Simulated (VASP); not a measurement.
# FePbO3 (Pm-3m) in VASP: single point with LDA

Aim: the single point of FePbO3 with LDA.

All numbers are computed with VASP 6.6.1; they aren't measurements. Logs are shortened: lines on timing, memory, paths and dates and some standing lists are left out, and cuts for length are marked.

## Step 1: The cell of the first run

Symmetry: Pm-3m, No. 221, cubic system. Conventional cell: a = 3.948 Å, b = 3.948 Å, c = 3.948 Å, α = 90.00°, β = 90.00°, γ = 90.00°. Fe (site symmetry m-3m) has 6 O at 1.97 Å within 2.6 Å. Within 3.7 Å of Pb (site symmetry m-3m) lie 12 O at 2.79 Å and 8 Fe at 3.42 Å. O (site symmetry 4/mmm) has 2 Fe at 1.97 Å within 2.6 Å.

## Step 2: Single point, LDA, collinear spin, ferromagnetic start

Contents of INCAR:

```
SYSTEM = FePbO3
PREC = Accurate ; ENCUT = 520
EDIFF = 1E-6 ; ISMEAR = -1
SIGMA = 0.02 ; LREAL = .False.
LASPH = .True. ; NELM = 150
ALGO = Normal ; ISIF = 2
LWAVE = .False. ; LCHARG = .False.
ISPIN = 2 ; MAGMOM = 3.5 0 0 0 0
LORBIT = 11 ; LMAXMIX = 4
NBANDS = 32
```

Contents of KPOINTS:

```
Automatic mesh
0
Gamma
  10 10 10
  0 0 0
```

Contents of POSCAR:

```
FePbO3
1.0
    3.9475440000      0.0000000000      0.0000000000
    0.0000000000      3.9475440000      0.0000000000
    0.0000000000      0.0000000000      3.9475440000
Fe Pb O
1 1 3
Direct
    0.5000000000      0.5000000000      0.5000000000
    0.0000000000      0.0000000000      0.0000000000
    0.5000000000      0.5000000000      0.0000000000
    0.5000000000      0.0000000000      0.5000000000
    0.0000000000      0.5000000000      0.5000000000
```

Potentials or basis: VASP PAW LDA potentials, release 64 (Fe, Pb_d, O).

Started as:

```console
$ cat potpaw_LDA.64/Fe/POTCAR potpaw_LDA.64/Pb_d/POTCAR potpaw_LDA.64/O/POTCAR > POTCAR
$ mpirun -np 1 vasp_std > vasp.out
```

OUTCAR:

```text
SYSTEM = FePbO3
   PREC = Accurate
   ENCUT = 520
   EDIFF = 1E-6
   ISMEAR = -1
   LREAL = .False.
   LASPH = .True.
   NELM = 150
   ISIF = 2
   ISPIN = 2
   LORBIT = 11

 ion  position               nearest neighbor table
   1  0.500  0.500  0.500-   3 1.97   4 1.97   5 1.97   3 1.97   4 1.97   5 1.97   2 3.42   2 3.42
                             2 3.42   2 3.42   2 3.42   2 3.42   2 3.42   2 3.42
   2  0.000  0.000  0.000-   3 2.79   4 2.79   5 2.79   4 2.79   5 2.79   3 2.79   5 2.79   5 2.79
                             3 2.79   4 2.79   4 2.79   3 2.79   1 3.42   1 3.42   1 3.42   1 3.42
   3  0.500  0.500  0.000-   1 1.97   1 1.97   2 2.79   2 2.79   2 2.79   2 2.79
   4  0.500  0.000  0.500-   1 1.97   1 1.97   2 2.79   2 2.79   2 2.79   2 2.79
   5  0.000  0.500  0.500-   1 1.97   1 1.97   2 2.79   2 2.79   2 2.79   2 2.79

  LATTYP: Found a simple cubic cell.
 ALAT       =     3.9475440000

  Lattice vectors:

 A1 = (   3.9475440000,   0.0000000000,   0.0000000000)
 A2 = (   0.0000000000,   3.9475440000,   0.0000000000)
 A3 = (   0.0000000000,   0.0000000000,   3.9475440000)

Analysis of symmetry for initial positions (statically):
=====================================================================
 Subroutine PRICEL returns:
 Original cell was already a primitive cell.

 Routine SETGRP: Setting up the symmetry group for a
 simple cubic supercell.

 Subroutine GETGRP returns: Found 48 space group operations
 (whereof 48 operations were pure point group operations)
 out of a pool of 48 trial point group operations.

The static configuration has the point symmetry O_h .

Analysis of symmetry for dynamics (positions and initial velocities):
=====================================================================
 Subroutine PRICEL returns:
 Original cell was already a primitive cell.

 Routine SETGRP: Setting up the symmetry group for a
 simple cubic supercell.

 Subroutine GETGRP returns: Found 48 space group operations
 (whereof 48 operations were pure point group operations)
 out of a pool of 48 trial point group operations.

The dynamic configuration has the point symmetry O_h .

Analysis of structural, dynamic, and magnetic symmetry:
=====================================================================
 Subroutine PRICEL returns:
 Original cell was already a primitive cell.

 Routine SETGRP: Setting up the symmetry group for a
 simple cubic supercell.

 Subroutine GETGRP returns: Found 48 space group operations
 (whereof 48 operations were pure point group operations)
 out of a pool of 48 trial point group operations.

The overall configuration has the point symmetry O_h .

 Subroutine INISYM returns: Found 48 space group operations
 (whereof 48 operations are pure point group operations),
 and found     1 'primitive' translations

----------------------------------------------------------------------------------------

                                     Primitive cell

  volume of cell :      61.5150

  direct lattice vectors                    reciprocal lattice vectors
     3.947544000  0.000000000  0.000000000     0.253322066  0.000000000  0.000000000
     0.000000000  3.947544000  0.000000000     0.000000000  0.253322066  0.000000000
     0.000000000  0.000000000  3.947544000     0.000000000  0.000000000  0.253322066

  length of vectors
     3.947544000  3.947544000  3.947544000     0.253322066  0.253322066  0.253322066

  position of ions in fractional coordinates (direct lattice)
     0.500000000  0.500000000  0.500000000
     0.000000000  0.000000000  0.000000000
     0.500000000  0.500000000  0.000000000
     0.500000000  0.000000000  0.500000000
     0.000000000  0.500000000  0.500000000

  ion indices of the primitive-cell ions
   primitive index   ion index
                 1           1
                 2           2
                 3           3
                 4           4
                 5           5

----------------------------------------------------------------------------------------

 KPOINTS: Automatic mesh

Automatic generation of k-mesh.
 Grid dimensions read from file:
 generate k-points for:   10   10   10

 Generating k-lattice:

  Cartesian coordinates                     Fractional coordinates (reciprocal lattice)
     0.025332207  0.000000000  0.000000000     0.100000000  0.000000000  0.000000000
     0.000000000  0.025332207  0.000000000     0.000000000  0.100000000  0.000000000
     0.000000000  0.000000000  0.025332207     0.000000000  0.000000000  0.100000000

  Length of vectors
     0.025332207  0.025332207  0.025332207

  Shift w.r.t. Gamma in fractional coordinates (k-lattice)
     0.000000000  0.000000000  0.000000000

 Subroutine IBZKPT returns following result:
 ===========================================

 Found     56 irreducible k-points:

 Following reciprocal coordinates:
            Coordinates               Weight
  0.000000  0.000000  0.000000      1.000000
  0.100000  0.000000  0.000000      6.000000
  0.200000  0.000000  0.000000      6.000000
  0.300000  0.000000  0.000000      6.000000
  0.400000  0.000000  0.000000      6.000000
  0.500000  0.000000  0.000000      3.000000
[... 16 lines left out ...]
  0.200000  0.100000  0.100000     24.000000
  0.300000  0.100000  0.100000     24.000000
 [... further k-points ...]
   k-points           NKPTS =     56   k-points in BZ     NKDIM =     56   number of bands    NBANDS=     32
   number of dos      NEDOS =    301   number of ions     NIONS =      5
   total plane-waves  NPLWV =  27000
   dimension x,y,z NGX =    30 NGY =   30 NGZ =   30
   dimension x,y,z NGXF=    60 NGYF=   60 NGZF=   60
   ions per type =               1   1   3
   NGX,Y,Z   is equivalent  to a cutoff of  12.63, 12.63, 12.63 a.u.
   NGXF,Y,Z  is equivalent  to a cutoff of  25.27, 25.27, 25.27 a.u.
 SYSTEM =  FePbO3
   PREC   = accura    normal or accurate (medium, high low for compatibility)
   ISTART =      0    job   : 0-new  1-cont  2-samecut
   ICHARG =      2    charge: 1-file 2-atom 10-const
   ISPIN  =      2    spin polarized calculation?
   LNONCOLLINEAR =      F non collinear calculations
   LSORBIT =      F    spin-orbit coupling
   LASPH  =      T    aspherical Exc in radial PAW
   ENCUT  =  520.0 eV  38.22 Ry    6.18 a.u.   7.34  7.34  7.34*2*pi/ulx,y,z
   NELM   =    150;   NELMIN=  2; NELMDL= -5     # of ELM steps
   EDIFF  = 0.1E-05   stopping-criterion for ELM
   LREAL  =      F    real-space projection
   EDIFFG = 0.1E-04   stopping-criterion for IOM
   NSW    =      0    number of steps for IOM
   IBRION =     -1    ionic relax: 0-MD 1-quasi-New 2-CG
   NFREE  =      0    steps in history (QN), initial steepest desc. (CG)
   ISIF   =      2    stress and relaxation
   ISYM   =      2    0-nonsym 1-usesym 2-fastsym
   POTIM  = 0.5000    time-step for ionic-motion
   TEBEG  =    0.0;   TEEND  =   0.0 temperature during run
   PSTRESS=    0.0 pullay stress
   NELECT =      40.0000    total number of electrons
   NUPDOWN=      -1.0000    fix difference up-down
   EMIN   =  10.00;   EMAX   =-10.00  energy-range for DOS
   EFERMI =   0.00;   METHOD = LEGACY
   ISMEAR =    -1;   SIGMA  =   0.02  broadening in eV -4-tet -1-fermi 0-gaus
   EFERMI_NEDOS =   21; number of points for ismear=-14 and -15
   IALGO  =     38    algorithm
   IMIX   =      4    mixing-type and parameters
     AMIX     =   0.40;   BMIX     =  1.00
     AMIX_MAG =   1.60;   BMIX_MAG =  1.00
  volume/ion in A,a.u.               =      12.30        83.02
  Fermi-wavevector in a.u.,A,eV,Ry     =   1.418299  2.680197 27.369106  2.011573
  Thomas-Fermi vector in A             =   2.539439
   LORBIT       =     11    0 simple, 1 ext, 2 COOP (PROOUT), +10 PAW based schemes
   GGA     = CA    functional components
   LHFCALC =     F    Hartree Fock is set to
   AEXX    =    0.0000 exact exchange contribution
   IVDW    =     0    specifies the selected vdW correction
   LEPSILON=     F    determine dielectric tensor
   LRPA    =     F    only Hartree local field effects (RPA)
 spin polarized calculation
  energy-cutoff  :      520.00
  volume of cell :       61.51
 maximum number of plane-waves:      1683
 NGX is ok and might be reduce to    30
   NGX = 15   NGY = 15   NGZ = 15

 number of electron      39.9999991 magnetization       3.4752742

 Free energy of the ion-electron system (eV)
  ---------------------------------------------------
  ext. energy  EPLUGINS =         0.00000000
  ---------------------------------------------------
  free energy    TOTEN  =       -36.02097720 eV

  energy without entropy =      -36.02042180  energy(sigma->0) =      -36.02069950

 E-fermi :   4.7863     XC(G=0): -11.9388

 val. band max:        4.7851783826   @ k =   0.5000   0.0000   0.0000
 cond. band min:       4.8802876583   @ k =   0.3000   0.0000   0.0000
 fundamental gap:      0.0951092757
 Fermi energy:         4.7862779407

 spin component 1

 k-point     1 :       0.0000    0.0000    0.0000
  band No.  band energies     occupation
      1     -13.4750      1.00000
      2     -11.9894      1.00000
      3     -11.9894      1.00000
      4     -10.6836      1.00000
      5     -10.6836      1.00000
      6     -10.6836      1.00000
[... 829 lines left out ...]
     31      18.9718      0.00000
     32      19.4851      0.00000

 [... further k-points ...]

 spin component 2

 k-point     1 :       0.0000    0.0000    0.0000
  band No.  band energies     occupation
      1     -13.1890      1.00000
      2     -11.7104      1.00000
      3     -11.7104      1.00000
      4     -10.6699      1.00000
      5     -10.6699      1.00000
      6     -10.6699      1.00000
[... 829 lines left out ...]
     31      19.2992      0.00000
     32      19.8380      0.00000

 [... further k-points ...]
[... 5 lines left out ...]
  --------------------------------------------------------------------------------------
  -------------------------------------------------------------------------------------
  Total       -7.3746456     -7.3746456     -7.3746456      0.0000000      0.0000000     -0.0000000
  in kB     -192.0749800   -192.0749800   -192.0749800      0.0000000      0.0000000     -0.0000000
  external PRESSURE =    -192.0749800 kB  Pullay stress =       0.0000000 kB

 VOLUME and BASIS-vectors are now :
 -----------------------------------------------------------------------------
  energy-cutoff  :      520.00
  volume of cell :       61.51
      direct lattice vectors                 reciprocal lattice vectors
     3.947544000  0.000000000  0.000000000     0.253322066  0.000000000  0.000000000
     0.000000000  3.947544000  0.000000000     0.000000000  0.253322066  0.000000000
     0.000000000  0.000000000  3.947544000     0.000000000  0.000000000  0.253322066

 POSITION                                       TOTAL-FORCE (eV/Angst)
 -----------------------------------------------------------------------------------
      1.97377      1.97377      1.97377         0.000000      0.000000      0.000000
      0.00000      0.00000      0.00000         0.000000      0.000000      0.000000
      1.97377      1.97377      0.00000         0.000000      0.000000      0.000000
      1.97377      0.00000      1.97377         0.000000      0.000000      0.000000
      0.00000      1.97377      1.97377         0.000000      0.000000      0.000000
 -----------------------------------------------------------------------------------
    total drift:                                0.000000      0.000000     -0.000000

  FREE ENERGIE OF THE ION-ELECTRON SYSTEM (eV)
  ---------------------------------------------------
  free  energy   TOTEN  =       -36.0209771990 eV

  energy  without entropy=      -36.0204217994  energy(sigma->0) =      -36.02069950

 total charge

# of ion       s       p       d       tot
------------------------------------------
    1        0.384   0.579   5.984   6.947
    2        1.515   0.346   9.855  11.716
    3        1.564   3.326   0.000   4.891
    4        1.564   3.326   0.000   4.891
    5        1.564   3.326   0.000   4.891
--------------------------------------------------
tot          6.592  10.904  15.839  33.335

 magnetization (x)

# of ion       s       p       d       tot
------------------------------------------
    1        0.014   0.012   2.726   2.752
    2        0.023   0.013   0.002   0.038
    3        0.010   0.154   0.000   0.164
    4        0.010   0.154   0.000   0.164
    5        0.010   0.154   0.000   0.164
--------------------------------------------------
tot          0.065   0.488   2.729   3.282
```

Run time: 2.4 min. Hardware: 1 thread of Intel Xeon Platinum 8488C (Sapphire Rapids), shared host; peak memory 0.28 GiB.

What came out:

```
Free energy                                           : -36.0210 eV
Pressure                                              : -19.2 GPa
Net moment                                            : 3.48 μB per cell
Site moments                                          : Fe +2.75; Pb +0.04; O +0.16 μB
Valence electrons inside the program's atomic spheres : Fe 6.95; Pb 11.72; O 4.89
```

Caveat: the cell stands under tension; spin-orbit coupling is left out, which moves the levels of the heavy elements; a cell with one magnetic atom can't hold antiferromagnetic order, which such compounds often take; semilocal functionals often make such compounds metallic where correlation or magnetic order opens a gap, which also shifts bond lengths. With open d or f shells a metallic result of LDA can be an artefact of self-interaction; +U or a hybrid may open a gap.
